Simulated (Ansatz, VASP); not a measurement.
## Two plane-wave programs on AlCo

File INCAR:

```
PREC     = Accurate       # precision mode
ENCUT    = 520            # plane-wave cutoff, eV
EDIFF    = 1E-6           # SCF threshold, eV
ISMEAR   = 0              # smearing method
SIGMA    = 0.15           # smearing width, eV
LREAL    = F              # projectors in reciprocal space
LASPH    = T              # aspherical terms in the spheres
NELM     = 150            # most SCF steps
ALGO     = Fast           # electronic algorithm
ISIF     = 2              # what is computed and relaxed
LWAVE    = F              # write WAVECAR
LCHARG   = F              # write CHGCAR
ISPIN    = 2              # spin polarisation
MAGMOM   = -0.01 0.16     # initial moments
LORBIT   = 11             # projections on sites
LMAXMIX  = 4              # l up to which the mixer works
GGA      = PE             # functional
NBANDS   = 17             # bands
```

KPOINTS

```
regular mesh
0
Gamma
  16 16 16
```

POSCAR

```
AlCo
1.0
    2.7066270816      0.0000000000      0.0000000000
    0.0000000000      2.7066270816      0.0000000000
    0.0000000000      0.0000000000      2.9321793384
Al Co
1 1
Direct
    0.0000000000      0.0000000000      0.0000000000
    0.5000000000      0.5000000000      0.5000000000
```

Input for Ansatz:

```yaml
crystal:
  lattice:
    - [2.7066270816, 0.0, 0.0]
    - [0.0, 2.7066270816, 0.0]
    - [0.0, 0.0, 2.9321793384]
  atoms:
    - { symbol: Al, position: [0.0, 0.0, 0.0], spin: -0.01 }
    - { symbol: Co, position: [0.5, 0.5, 0.5], spin: 0.16 }
basis:
  ecutwfc: 420
kpoints:
  mp_grid: { grid: [16, 16, 16] }
hamiltonian:
  xc: pbe
scf:
  occupations: { method: gaussian, width: 0.15 }
output:
  forces: true
  stress: true
  eigenvalues: true
  populations: true
magnetization:
  spin_polarized: true
```

Change from the starting cell: strain -0.040 along x and y, +0.040 along z, atoms carried along.

Alike in both runs: task single point; functional PBE; k mesh 16 × 16 × 16; occupations gaussian, width 0.15 eV; collinear spin.

|  | VASP | Ansatz |
| --- | --- | --- |
| version | VASP 6.6.1 | Ansatz 0.2.0 |
| potentials or method | VASP PAW PBE potentials, release 64 (Al, Co), cutoff 520 eV | scalar-relativistic, plane waves, PAW |
| valence electrons in the cell | 12 | 20 |

Ansatz gave:

* gap on the k mesh at the Fermi level (eV): none
* pressure (GPa): 17.1
* traceless stress, the component that is largest in VASP (GPa): -7.93
* net moment per atom (μB): 0.00

Task: Estimate VASP's values.

Result: gap on the k mesh at the Fermi level (eV): none; pressure (GPa): 16.9; traceless stress, the component that is largest in VASP (GPa): -7.93; net moment per atom (μB): 0.00.

A gap of «none» marks a metal or a gap that the smearing closes. VASP's potentials hold 12 valence electrons a cell and Ansatz's 20, so a difference there can come from the potentials and not from the codes. Ansatz's warnings: seeded moment not kept.
